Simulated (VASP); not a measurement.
Here is a VASP 6.6.1 calculation.

INCAR

```
SYSTEM = Ni
  PREC = Accurate
  ENCUT = 520
  EDIFF = 1E-6
  ISMEAR = 0
  SIGMA = 0.1
  LREAL = .FALSE.
  LASPH = .TRUE.
  NELM = 150
  ALGO = Normal
  ISIF = 2
  LWAVE = .FALSE.
  LCHARG = .FALSE.
  ISPIN = 2
  MAGMOM = 0.82 0.82
  LORBIT = 11
  LMAXMIX = 4
  GGA = PE
  NBANDS = 21
```

The input KPOINTS:

```
regular mesh
0
G
  6 6 6
  0 0 0
```

The input POSCAR:

```
Ni
1.0
    0.0000000000      2.5510781416      2.5510781416
    2.5510781416      0.0000000000      2.5510781416
    2.5510781416      2.5510781416      0.0000000000
Ni
2
Direct
    0.5000000000      0.5000000000      0.5000000000
    0.7500000000      0.7500000000      0.7500000000
```

Potentials or basis: VASP PAW PBE potentials, release 64 (Ni).

Run with:

```console
$ cat potpaw_PBE.64/Ni/POTCAR > POTCAR
$ mpirun -np 1 vasp_std > vasp.out
```

(1) What does it give for the net moment?

(2) What does it give for the pressure?

(3) Estimate the site moments.

Answers

(1) 1.62 μB per cell.

(2) 0.0 GPa.

(3) Ni +0.81 μB.
